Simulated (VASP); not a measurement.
# Nb (Fm-3m) in VASP: further runs

Runs on Nb. Level: r2SCAN. Tasks: relaxation of cell and atoms, single point.

Program: VASP 6.6.1. These are calculated values, not measurements. Logs are shortened: lines on timing, memory, paths and dates and some standing lists are left out, and cuts for length are marked.

## 1. The cell of the first run

Symmetry: Fm-3m, No. 225, cubic system. The conventional cell has a = 4.158 Å, b = 4.158 Å, c = 4.158 Å, α = 90.00°, β = 90.00°, γ = 90.00°. Nb (site symmetry m-3m) has 12 Nb at 2.94 Å within 3.9 Å.

This isn't the form of Nb at room conditions, which is bcc.

## 2. Relaxation of cell and atoms, r2SCAN

Contents of POSCAR:

```
Nb
1.0
    0.0000000000      2.0791217165      2.0791217165
    2.0791217165      0.0000000000      2.0791217165
    2.0791217165      2.0791217165      0.0000000000
Nb
1
Direct
    0.0000000000      0.0000000000      0.0000000000
```

Contents of INCAR.step1:

```
SYSTEM = Nb
PREC = Accurate
ENCUT = 600
ISMEAR = -1
SIGMA = 0.1
LREAL = .False.
LASPH = .True.
NELM = 60
GGA = PE
ALGO = Normal
EDIFF = 1E-4
LWAVE = .True.
LCHARG = .False.
```

Contents of INCAR.step2:

```
SYSTEM = Nb
PREC = Accurate
ENCUT = 600
EDIFF = 1E-6
ISMEAR = -1
SIGMA = 0.1
LREAL = .False.
LASPH = .True.
NELM = 60
ALGO = Normal
ISIF = 3
LWAVE = .False.
LCHARG = .False.
METAGGA = R2SCAN
LMIXTAU = .True.
IBRION = 2
NSW = 80
EDIFFG = -0.01
ISTART = 1
```

Contents of KPOINTS:

```
Automatic mesh
0
Gamma
  13 13 13
  0 0 0
```

Potentials or basis: VASP PAW PBE potentials, release 64 (Nb_sv).

Started as:

```sh
cat potpaw_PBE.64/Nb_sv/POTCAR > POTCAR
cp INCAR.step1 INCAR
mpirun -np 1 vasp_std > vasp.out
cp INCAR.step2 INCAR
mpirun -np 1 vasp_std > vasp.out
```

OUTCAR:

```text
SYSTEM = Nb
   PREC = Accurate
   ENCUT = 600
   EDIFF = 1E-6
   ISMEAR = -1
   LREAL = .False.
   LASPH = .True.
   NELM = 60
   ISIF = 3
   METAGGA = R2SCAN
   IBRION = 2
   NSW = 80
   EDIFFG = -0.01
   ISTART = 1

 ion  position               nearest neighbor table
   1  0.000  0.000  0.000-

  LATTYP: Found a face centered cubic cell.
 ALAT       =     4.1582434330

  Lattice vectors:

 A1 = (   0.0000000000,   2.0791217165,   2.0791217165)
 A2 = (   2.0791217165,   0.0000000000,   2.0791217165)
 A3 = (   2.0791217165,   2.0791217165,   0.0000000000)

Analysis of symmetry for initial positions (statically):
=====================================================================
 Subroutine PRICEL returns:
 Original cell was already a primitive cell.

 Routine SETGRP: Setting up the symmetry group for a
 face centered cubic supercell.

 Subroutine GETGRP returns: Found 48 space group operations
 (whereof 48 operations were pure point group operations)
 out of a pool of 48 trial point group operations.

The static configuration has the point symmetry O_h .

Analysis of symmetry for dynamics (positions and initial velocities):
=====================================================================
 Subroutine PRICEL returns:
 Original cell was already a primitive cell.

 Routine SETGRP: Setting up the symmetry group for a
 face centered cubic supercell.

 Subroutine GETGRP returns: Found 48 space group operations
 (whereof 48 operations were pure point group operations)
 out of a pool of 48 trial point group operations.

The dynamic configuration has the point symmetry O_h .

 Subroutine INISYM returns: Found 48 space group operations
 (whereof 48 operations are pure point group operations),
 and found     1 'primitive' translations

----------------------------------------------------------------------------------------

                                     Primitive cell

  volume of cell :      17.9750

  direct lattice vectors                    reciprocal lattice vectors
     0.000000000  2.079121716  2.079121716    -0.240486161  0.240486161  0.240486161
     2.079121716  0.000000000  2.079121716     0.240486161 -0.240486161  0.240486161
     2.079121716  2.079121716  0.000000000     0.240486161  0.240486161 -0.240486161

  length of vectors
     2.940322129  2.940322129  2.940322129     0.416534249  0.416534249  0.416534249

  position of ions in fractional coordinates (direct lattice)
     0.000000000  0.000000000  0.000000000

  ion indices of the primitive-cell ions
   primitive index   ion index
                 1           1

----------------------------------------------------------------------------------------

 KPOINTS: Automatic mesh

Automatic generation of k-mesh.
 Grid dimensions read from file:
 generate k-points for:   13   13   13

 Generating k-lattice:

  Cartesian coordinates                     Fractional coordinates (reciprocal lattice)
    -0.018498935  0.018498935  0.018498935     0.076923077  0.000000000  0.000000000
     0.018498935 -0.018498935  0.018498935     0.000000000  0.076923077  0.000000000
     0.018498935  0.018498935 -0.018498935     0.000000000  0.000000000  0.076923077

  Length of vectors
     0.032041096  0.032041096  0.032041096

  Shift w.r.t. Gamma in fractional coordinates (k-lattice)
     0.000000000  0.000000000  0.000000000

 Subroutine IBZKPT returns following result:
 ===========================================

 Found     84 irreducible k-points:

 Following reciprocal coordinates:
            Coordinates               Weight
  0.000000  0.000000  0.000000      1.000000
  0.076923  0.000000  0.000000      8.000000
  0.153846  0.000000  0.000000      8.000000
  0.230769  0.000000  0.000000      8.000000
  0.307692  0.000000  0.000000      8.000000
  0.384615  0.000000  0.000000      8.000000
[... 16 lines left out ...]
  0.384615  0.153846  0.000000     24.000000
  0.461538  0.153846  0.000000     24.000000
 [... further k-points ...]
   k-points           NKPTS =     84   k-points in BZ     NKDIM =     84   number of bands    NBANDS=     10
   number of dos      NEDOS =    301   number of ions     NIONS =      1
   total plane-waves  NPLWV =  13824
   dimension x,y,z NGX =    24 NGY =   24 NGZ =   24
   dimension x,y,z NGXF=    48 NGYF=   48 NGZF=   48
   ions per type =               1
   NGX,Y,Z   is equivalent  to a cutoff of  13.57, 13.57, 13.57 a.u.
   NGXF,Y,Z  is equivalent  to a cutoff of  27.14, 27.14, 27.14 a.u.
 SYSTEM =  Nb
   PREC   = accura    normal or accurate (medium, high low for compatibility)
   ISTART =      1    job   : 0-new  1-cont  2-samecut
   ICHARG =      0    charge: 1-file 2-atom 10-const
   ISPIN  =      1    spin polarized calculation?
   LNONCOLLINEAR =      F non collinear calculations
   LSORBIT =      F    spin-orbit coupling
   LASPH  =      T    aspherical Exc in radial PAW
   ENCUT  =  600.0 eV  44.10 Ry    6.64 a.u.   5.87  5.87  5.87*2*pi/ulx,y,z
   NELM   =     60;   NELMIN=  2; NELMDL=  0     # of ELM steps
   EDIFF  = 0.1E-05   stopping-criterion for ELM
   LREAL  =      F    real-space projection
   EDIFFG = -.1E-01   stopping-criterion for IOM
   NSW    =     80    number of steps for IOM
   IBRION =      2    ionic relax: 0-MD 1-quasi-New 2-CG
   NFREE  =      1    steps in history (QN), initial steepest desc. (CG)
   ISIF   =      3    stress and relaxation
   ISYM   =      2    0-nonsym 1-usesym 2-fastsym
   POTIM  = 0.5000    time-step for ionic-motion
   TEBEG  =    0.0;   TEEND  =   0.0 temperature during run
   PSTRESS=    0.0 pullay stress
   NELECT =      13.0000    total number of electrons
   NUPDOWN=      -1.0000    fix difference up-down
   EMIN   =  10.00;   EMAX   =-10.00  energy-range for DOS
   EFERMI =   0.00;   METHOD = LEGACY
   ISMEAR =    -1;   SIGMA  =   0.10  broadening in eV -4-tet -1-fermi 0-gaus
   EFERMI_NEDOS =   21; number of points for ismear=-14 and -15
   IALGO  =     38    algorithm
   IMIX   =      4    mixing-type and parameters
     AMIX     =   0.40;   BMIX     =  1.00
     AMIX_MAG =   1.60;   BMIX_MAG =  1.00
  volume/ion in A,a.u.               =      17.98       121.30
  Fermi-wavevector in a.u.,A,eV,Ry     =   1.469488  2.776930 29.380351  2.159395
  Thomas-Fermi vector in A             =   2.584859
   LORBIT       =      0    0 simple, 1 ext, 2 COOP (PROOUT), +10 PAW based schemes
   METAGGA = R2SCAN    functional components
   LHFCALC =     F    Hartree Fock is set to
   AEXX    =    0.0000 exact exchange contribution
   IVDW    =     0    specifies the selected vdW correction
   LEPSILON=     F    determine dielectric tensor
   LRPA    =     F    only Hartree local field effects (RPA)
 conjugate gradient relaxation of ions
 non-spin polarized calculation
  energy-cutoff  :      600.00
  volume of cell :       17.98
 maximum number of plane-waves:       610
   NGX = 11   NGY = 11   NGZ = 11

--------------------------------------- Ionic step        1  -------------------------------------------

 number of electron      13.0000000 magnetization

 Free energy of the ion-electron system (eV)
  ---------------------------------------------------
  ext. energy  EPLUGINS =         0.00000000
  ---------------------------------------------------
  free energy    TOTEN  =       -24.51810087 eV

  energy without entropy =      -24.47394460  energy(sigma->0) =      -24.49602273

------------------------ aborting loop because EDIFF is reached ----------------------------------------

  FORCE on cell =-STRESS in cart. coord.  units (eV):
  Direction    XX          YY          ZZ          XY          YZ          ZX
  --------------------------------------------------------------------------------------
  -------------------------------------------------------------------------------------
  Total        0.8039484      0.8039484      0.8039484      0.0000000      0.0000000     -0.0000000
  in kB       71.6587169     71.6587169     71.6587169      0.0000000      0.0000000     -0.0000000
  external PRESSURE =      71.6587169 kB  Pullay stress =       0.0000000 kB
[... 90 lines left out ...]
  energy  without entropy=      -24.4891241339  energy(sigma->0) =      -24.51139346

--------------------------------------- Ionic step        4  -------------------------------------------

 number of electron      13.0000001 magnetization

 Free energy of the ion-electron system (eV)
  ---------------------------------------------------
  ext. energy  EPLUGINS =         0.00000000
  ---------------------------------------------------
  free energy    TOTEN  =       -24.53367067 eV

  energy without entropy =      -24.48914498  energy(sigma->0) =      -24.51140782

 E-fermi :  11.0086     XC(G=0): -13.4034

 val. band max:       10.9714052313   @ k =  -0.2308   0.1538   0.0000
 cond. band min:      11.0292096527   @ k =   0.4615   0.3077   0.0769
 fundamental gap:      0.0578044214
 Fermi energy:        11.0086471466

 k-point     1 :       0.0000    0.0000    0.0000
  band No.  band energies     occupation
      1     -45.6058      2.00000
      2     -20.2318      2.00000
      3     -20.2318      2.00000
      4     -20.2318      2.00000
      5       4.4029      2.00000
      6      11.1539      0.37929
      7      11.1539      0.37929
      8      11.1539      0.37929
      9      13.9922      0.00000
     10      13.9922      0.00000
[... 287 lines left out ...]
 k-point    24 :       0.4615    0.1538    0.0000
  band No.  band energies     occupation
      1     -45.3854      2.00000
      2     -21.3540      2.00000
      3     -20.5410      2.00000
      4     -20.4627      2.00000
      5       7.6082      2.00000
      6       9.9519      1.99995
      7      10.9515      1.27805
      8      11.8750      0.00035
      9      16.0293      0.00000
     10      16.4306      0.00000

 [... further k-points ...]
[... 5 lines left out ...]
  --------------------------------------------------------------------------------------
  -------------------------------------------------------------------------------------
  Total       -0.0010156     -0.0010156     -0.0010156     -0.0000000     -0.0000000      0.0000000
  in kB       -0.0870408     -0.0870408     -0.0870408     -0.0000000     -0.0000000      0.0000000
  external PRESSURE =      -0.0870408 kB  Pullay stress =       0.0000000 kB
[... 16 lines left out ...]
  FREE ENERGIE OF THE ION-ELECTRON SYSTEM (eV)
  ---------------------------------------------------
  free  energy   TOTEN  =       -24.5336706700 eV

  energy  without entropy=      -24.4891449795  energy(sigma->0) =      -24.51140782

 reached required accuracy - stopping structural energy minimisation
```

It took 4.7 min on 1 thread of Intel Xeon 8259CL, shared host; peak memory 0.16 GiB.

Results:

```
Free energy                           : -24.5337 eV
Relaxed volume                        : 18.69 Å³/atom
Relaxed cell                          : a = 2.979 Å, b = 2.979 Å, c = 2.979 Å, α = 60.00°, β = 60.00°, γ = 60.00°
Space group after relaxing (to 0.1 Å) : Fm-3m (No. 225)
Energy gained by relaxing             : 15.6 meV/atom
Ionic steps                           : 4
Pressure after relaxing               : 0.0 GPa
Band gap on the k mesh                : zero (an odd number of electrons rules out a gap without spin polarisation)
```

Step by step:
```csv
step,energy change (eV),largest force (eV/Å),pressure (GPa),volume (Å³)
1,0.0000,0.0000,7.17,17.98
2,0.0380,0.0000,-11.12,20.15
3,-0.0156,0.0000,-0.15,18.71
4,-0.0156,0.0000,-0.01,18.69
```

Final structure:
```xyz
1
Lattice="0.0000 2.1065 2.1065 2.1065 0.0000 2.1065 2.1065 2.1065 0.0000" Properties=species:S:1:pos:R:3 pbc="T T T"
Nb    0.0000    0.0000    0.0000
```

Levels at points of the mesh, in eV from the Fermi level:
```csv
k point,band 3,band 4,band 5,band 6,band 7,band 8,band 9,band 10
"(0.00, 0.00, 0.00)",-31.24,-31.24,-6.61,0.15,0.15,0.15,2.98,2.98
```

Caveat: the PAW data sets were made with another functional, which shifts forces and pressure a little.

## 3. Single point, r2SCAN, non-collinear spin, zero start, spin-orbit coupling

This run uses another cell than the first one, of 18.72 Å³/atom.

Contents of POSCAR:

```
Nb
1.0
    0.0000000000      2.1072792316      2.1072792316
    2.1072792316      0.0000000000      2.1072792316
    2.1072792316      2.1072792316      0.0000000000
Nb
1
Direct
    0.0000000000      0.0000000000      0.0000000000
```

Contents of INCAR.step1:

```
SYSTEM = Nb
  PREC = Accurate
  ENCUT = 520
  ISMEAR = -1
  SIGMA = 0.1
  LREAL = .FALSE.
  LASPH = .TRUE.
  NELM = 150
  MAGMOM = 0 0 0
  LSORBIT = .TRUE.
  GGA_COMPAT = .FALSE.
  LMAXMIX = 4
  NBANDS = 24
  GGA = PE
  ALGO = Normal
  EDIFF = 1E-4
  LWAVE = .TRUE.
  LCHARG = .FALSE.
```

Contents of INCAR.step2:

```
SYSTEM = Nb
  PREC = Accurate
  ENCUT = 520
  EDIFF = 1E-6
  ISMEAR = -1
  SIGMA = 0.1
  LREAL = .FALSE.
  LASPH = .TRUE.
  NELM = 150
  ALGO = Normal
  ISIF = 2
  LWAVE = .FALSE.
  LCHARG = .FALSE.
  MAGMOM = 0 0 0
  LORBIT = 11
  LSORBIT = .TRUE.
  GGA_COMPAT = .FALSE.
  LORBMOM = .TRUE.
  LMAXMIX = 4
  METAGGA = R2SCAN
  LMIXTAU = .TRUE.
  NBANDS = 24
  ISTART = 1
```

Contents of KPOINTS:

```
regular mesh
0
G
  13 13 13
  0 0 0
```

Potentials or basis: VASP PAW PBE potentials, release 64 (Nb_sv).

Started as:

```sh
cat potpaw_PBE.64/Nb_sv/POTCAR > POTCAR
cp INCAR.step1 INCAR
mpirun -np 1 vasp_ncl > vasp.out
cp INCAR.step2 INCAR
mpirun -np 1 vasp_ncl > vasp.out
```

OUTCAR:

```text
SYSTEM = Nb
   PREC = Accurate
   ENCUT = 520
   EDIFF = 1E-6
   ISMEAR = -1
   LREAL = .FALSE.
   LASPH = .TRUE.
   NELM = 150
   ISIF = 2
   LORBIT = 11
   LSORBIT = .TRUE.
   METAGGA = R2SCAN
   ISTART = 1

 ion  position               nearest neighbor table
   1  0.000  0.000  0.000-

  LATTYP: Found a face centered cubic cell.
 ALAT       =     4.2145584632

  Lattice vectors:

 A1 = (   0.0000000000,   2.1072792316,   2.1072792316)
 A2 = (   2.1072792316,   0.0000000000,   2.1072792316)
 A3 = (   2.1072792316,   2.1072792316,   0.0000000000)

Analysis of symmetry for initial positions (statically):
=====================================================================
 Subroutine PRICEL returns:
 Original cell was already a primitive cell.

 Routine SETGRP: Setting up the symmetry group for a
 face centered cubic supercell.

 Subroutine GETGRP returns: Found 48 space group operations
 (whereof 48 operations were pure point group operations)
 out of a pool of 48 trial point group operations.

The static configuration has the point symmetry O_h .

Analysis of symmetry for dynamics (positions and initial velocities):
=====================================================================
 Subroutine PRICEL returns:
 Original cell was already a primitive cell.

 Routine SETGRP: Setting up the symmetry group for a
 face centered cubic supercell.

 Subroutine GETGRP returns: Found 48 space group operations
 (whereof 48 operations were pure point group operations)
 out of a pool of 48 trial point group operations.

The dynamic configuration has the point symmetry O_h .

Analysis of structural, dynamic, and magnetic symmetry:
=====================================================================
 Subroutine PRICEL returns:
 Original cell was already a primitive cell.

 Routine SETGRP: Setting up the symmetry group for a
 face centered cubic supercell.
[... 815 lines left out ...]
  Total       -0.0311243     -0.0311243     -0.0311243      0.0000000      0.0000000     -0.0000000
  in kB       -2.6644871     -2.6644871     -2.6644871      0.0000000      0.0000000     -0.0000000
  external PRESSURE =      -2.6644871 kB  Pullay stress =       0.0000000 kB

 VOLUME and BASIS-vectors are now :
 -----------------------------------------------------------------------------
  energy-cutoff  :      520.00
  volume of cell :       18.72
      direct lattice vectors                 reciprocal lattice vectors
     0.000000000  2.107279232  2.107279232    -0.237272779  0.237272779  0.237272779
     2.107279232  0.000000000  2.107279232     0.237272779 -0.237272779  0.237272779
     2.107279232  2.107279232  0.000000000     0.237272779  0.237272779 -0.237272779

 POSITION                                       TOTAL-FORCE (eV/Angst)
 -----------------------------------------------------------------------------------
      0.00000      0.00000      0.00000         0.000000      0.000000      0.000000
 -----------------------------------------------------------------------------------
    total drift:                               -0.000000      0.000000     -0.000000

  FREE ENERGIE OF THE ION-ELECTRON SYSTEM (eV)
  ---------------------------------------------------
  free  energy   TOTEN  =       -24.6205678091 eV

  energy  without entropy=      -24.5759135589  energy(sigma->0) =      -24.59824068

 orbital moment (x)

 # of ion     p       d       tot
 ----------------------------------------
  1        -0.000  -0.000  -0.000
 ----------------------------------------
           -0.000  -0.000  -0.000

 orbital moment (y)

 # of ion     p       d       tot
 ----------------------------------------
  1         0.000  -0.000  -0.000
 ----------------------------------------
            0.000  -0.000  -0.000

 orbital moment (z)

 # of ion     p       d       tot
 ----------------------------------------
  1         0.000   0.000   0.000
 ----------------------------------------
            0.000   0.000   0.000

 Spin-Orbit-Coupling matrix elements

 Ion:    1  E_soc:     -0.1707455
 l=   1
     0.0000000    -0.0257746    -0.0257746
    -0.0257746     0.0000000    -0.0257746
    -0.0257746    -0.0257746     0.0000000
 l=   2
     0.0000000    -0.0006787     0.0000000    -0.0006787    -0.0020043
    -0.0006787     0.0000000    -0.0015032    -0.0006787    -0.0005011
     0.0000000    -0.0015032     0.0000000    -0.0015032     0.0000000
    -0.0006787    -0.0006787    -0.0015032     0.0000000    -0.0005011
    -0.0020043    -0.0005011     0.0000000    -0.0005011     0.0000000
 l=   3
     0.0000000     0.0000000     0.0000000     0.0000000     0.0000000     0.0000000     0.0000000
     0.0000000     0.0000000     0.0000000     0.0000000     0.0000000     0.0000000     0.0000000
     0.0000000     0.0000000     0.0000000     0.0000000     0.0000000     0.0000000     0.0000000
     0.0000000     0.0000000     0.0000000     0.0000000     0.0000000     0.0000000     0.0000000
     0.0000000     0.0000000     0.0000000     0.0000000     0.0000000     0.0000000     0.0000000
     0.0000000     0.0000000     0.0000000     0.0000000     0.0000000     0.0000000     0.0000000
     0.0000000     0.0000000     0.0000000     0.0000000     0.0000000     0.0000000     0.0000000

 total charge

# of ion       s       p       d       tot
------------------------------------------
    1        2.223   6.009   2.389  10.621

 magnetization (x)

# of ion       s       p       d       tot
------------------------------------------
    1        0.000   0.000  -0.000  -0.000

 magnetization (y)

# of ion       s       p       d       tot
------------------------------------------
    1       -0.000   0.000   0.000  -0.000

 magnetization (z)

# of ion       s       p       d       tot
------------------------------------------
    1       -0.000  -0.000  -0.000  -0.000
```

Run time: 9.3 min. Hardware: 1 thread of Intel Xeon 8259CL, shared host; peak memory 0.25 GiB.

What came out:

```yaml
Free_energy: -24.6206 eV
Pressure: -0.3 GPa
Net_moment: 0.00 μB per cell
Valence_electrons_inside_the_program's_atomic_spheres: Nb 10.62
```

Moments on the atoms (μB; x, y, z):
```
Nb  0.00 0.00 0.00
```

Caveat: the PAW data sets were made with another functional, which shifts forces and pressure a little.
